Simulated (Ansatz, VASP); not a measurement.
Two plane-wave programs on Au

Contents of INCAR:

```
SYSTEM = Au
ALGO = Normal
EDIFF = 1E-6
ENCUT = 520
GGA = RP
ISIF = 2
ISMEAR = -1
LASPH = .TRUE.
LCHARG = .FALSE.
LREAL = .FALSE.
LWAVE = .FALSE.
NBANDS = 12
NELM = 80
PREC = Accurate
SIGMA = 0.1
```

The input KPOINTS:

```
k-points
0
G
  21 21 21
  0 0 0
```

File POSCAR:

```
Au
1.0
    0.0000000000      2.1534824180      2.1534824180
    2.1534824180      0.0000000000      2.1534824180
    2.1534824180      2.1534824180      0.0000000000
Au
1
Direct
    0.0000000000      0.0000000000      0.0000000000
```

Input for Ansatz:

```yaml
crystal:
  lattice:
    - [0.0, 2.1534824202, 2.1534824202]
    - [2.1534824202, 0.0, 2.1534824202]
    - [2.1534824202, 2.1534824202, 0.0]
  atoms:
    - { symbol: Au, position: [0.0, 0.0, 0.0] }
hamiltonian:
  xc: rpbe
  pseudopotentials:
    kind: paw
    azcp:
      Au: "pseudopotentials/Au.paw.azcp"
basis:
  ecutwfc: 420
  fft_grid_basis: typed
kpoints:
  mp_grid: { grid: [21, 21, 21], shift: [0, 0, 0] }
magnetization:
  spin_polarized: false
scf:
  occupations: { method: fermi_dirac, width: 0.1 }
output:
  stress: true
```

Alike in both runs: task single point; functional RPBE; k mesh 21 × 21 × 21; occupations fermi-dirac, width 0.1 eV; no spin polarisation.

```csv
,VASP,Ansatz
version,VASP 6.6.1,Ansatz 0.2.0
potentials or method,"VASP PAW PBE potentials, release 64 (Au), cutoff 520 eV","plane waves (420 eV) with PAW, scalar-relativistic"
valence electrons in the cell,11,19
```

```csv
,VASP,Ansatz,Ansatz less VASP
pressure (GPa),-7.4,-7.2,+0.11
```

VASP's potentials were made for PBE, not for RPBE. VASP's potentials hold 11 valence electrons a cell and Ansatz's 19, so a difference there can come from the potentials and not from the codes.

Spin-orbit coupling is off throughout.
